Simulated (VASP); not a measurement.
Input of a VASP 6.6.1 run:

The input INCAR:

```
  PREC = Accurate
  ENCUT = 600
  EDIFF = 1E-7
  ISMEAR = 0
  SIGMA = 0.1
  LREAL = F
  LASPH = T
  NELM = 80
  ALGO = Fast
  ISIF = 3
  LWAVE = F
  LCHARG = F
  GGA = PE
  IBRION = 2
  NSW = 70
  EDIFFG = -0.008
  PSTRESS = 80.0
```

File KPOINTS:

```
Automatic mesh
0
Gamma
  16 16 16
```

File POSCAR:

```
Hg
1.0
   -1.7948452181      1.7948452181      1.7868525746
    1.7948452181     -1.7948452181      1.7868525746
    1.7948452181      1.7948452181     -1.7868525746
Hg
1
Direct
    0.0000000000      0.0000000000      0.0000000000
```

Potentials or basis: VASP PAW PBE potentials, release 64 (Hg).

Launch:

```sh
$ cat potpaw_PBE.64/Hg/POTCAR > POTCAR
$ mpirun -np 1 vasp_std > vasp.out
```

(1) Predict the relaxed cell.

(2) Predict the band gap on the k mesh.

(3) What does it give for the relaxed volume?

(4) Estimate the space group after relaxing (to 0.1 Å).

Answers

(1) a = 3.093 Å, b = 3.093 Å, c = 3.093 Å, α = 109.36°, β = 109.36°, γ = 109.69°.

(2) zero (bands 6 and 7 overlap by 4.71 eV).

(3) 22.77 Å³/atom.

(4) Im-3m (No. 229).

Caveat: the cell is relaxed towards a set pressure, so the run minimises the enthalpy, not the energy; spin-orbit coupling is left out, which moves the levels of the heavy elements.
